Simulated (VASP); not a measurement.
Wanted: the native input for a VASP 6.6.1 run.

| Quantity | Value |
| --- | --- |
| Task | single point |
| Functional | PBEsol |
| Potentials or basis | VASP PAW PBE potentials, release 64 (Ti_sv, Al) |
| Cutoff | 520 eV |
| k mesh | 16 × 16 × 16 |
| Occupations | gaussian, width 0.15 eV |
| Spin | no spin polarisation |
| Dipole correction | no |
| Further INCAR settings | ALGO = Fast; EDIFF = 1e-06; NBANDS = 14 |

The structure of TiAl lies in POSCAR:

```
TiAl
1.0
    3.0396811467      0.0000000000      0.0000000000
    0.0000000000      3.0396811467      0.0000000000
    0.0000000000      0.0000000000      3.4932015738
Ti Al
1 1
Direct
    0.0000000000      0.0000000000      0.0000000000
    0.5000000000      0.5000000000      0.5000000000
```

The input as run:

INCAR

```
PREC = Accurate ; ENCUT = 520
EDIFF = 1E-6 ; ISMEAR = 0
SIGMA = 0.15 ; LREAL = F
LASPH = T ; NELM = 80
ALGO = Fast ; ISIF = 2
LWAVE = F ; LCHARG = T
GGA = PS ; LELF = T
LVHAR = T ; NBANDS = 14
```

KPOINTS

```
Automatic mesh
0
Gamma
  16 16 16
```

Potentials or basis: VASP PAW PBE potentials, release 64 (Ti_sv, Al).

Run with:

```console
$ cat potpaw_PBE.64/Ti_sv/POTCAR potpaw_PBE.64/Al/POTCAR > POTCAR
$ mpirun -np 1 vasp_std > vasp.out
```

It gave:

```
Pressure               : -2.7 GPa
Band gap on the k mesh : zero (an odd number of electrons rules out a gap without spin polarisation)
```

Caveat: the stress differs along the axes, from -6 to 3 GPa; the PAW data sets were made with another functional, which shifts forces and pressure a little.

Run time: 94 s on 1 thread of Intel(R) Xeon(R) 6975P-C (Granite Rapids), with other jobs on the host, peak memory 0.29 GiB.
